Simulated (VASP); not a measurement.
A run of VASP 6.6.1 is set up as follows.

Contents of INCAR:

```
SYSTEM = Al
PREC = Accurate
ENCUT = 520
EDIFF = 1E-6
ISMEAR = -1
SIGMA = 0.05
LREAL = Auto
LASPH = .TRUE.
NELM = 100
ALGO = Normal
ISIF = 2
LWAVE = .FALSE.
LCHARG = .TRUE.
GGA = PE
IVDW = 12
LELF = .TRUE.
LVHAR = .TRUE.
NBANDS = 42
```

Contents of KPOINTS:

```
Automatic mesh
0
G
  3 3 3
  0 0 0
```

The input POSCAR:

```
Al
1.0
    4.2326986885      2.4437497271     -4.8830190557
   -0.0000000001     -4.8874994543     -4.8830190557
   -4.2326986884      2.4437497272     -4.8830190557
Al
18
Direct
    0.9607142773      0.2990301631      0.9816359177
    0.9800171463      0.9686282283      0.3022282908
    0.2991175693      0.3148623809      0.6589300936
    0.6344513378      0.2893238921      0.3105109629
    0.3192168480      0.9614975737      0.9591754652
    0.9434899178      0.6372460614      0.6443632629
    0.2905825858      0.6289872233      0.3140553173
    0.6424716016      0.9705303958      0.6277226189
    0.6463054186      0.6274548331      1.0044884861
    0.0206891092      0.3831073354      0.3556623979
    0.0282322166      0.0369551477      0.7123756468
    0.3801788440      0.3656194618      0.0190354902
    0.7220054840      0.3524285594      0.6828148843
    0.3600150238      0.0385184879      0.3516822786
    0.0560754378      0.6851284579      0.0216505919
    0.3412627262      0.7142830632      0.6677931744
    0.7043434632      0.0255373820      0.0195661584
    0.6708308900      0.7008614551      0.3663088593
```

Potentials or basis: VASP PAW PBE potentials, release 64 (Al).

The run is started by

```sh
$ cat potpaw_PBE.64/Al/POTCAR > POTCAR
$ mpirun -np 1 vasp_std > vasp.out
```

(1) What does it give for the band gap on the k mesh?

(2) What does it give for the largest force?

(3) Estimate the pressure.

Answers

(1) zero (bands 27 and 28 overlap by 0.73 eV).

(2) 1.020 eV/Å.

(3) -2.5 GPa.

Caveat: the atoms stand as in a frame of molecular dynamics; forces of over 1 eV/Å act on the atoms, so gaps and moduli don't describe the material at rest.
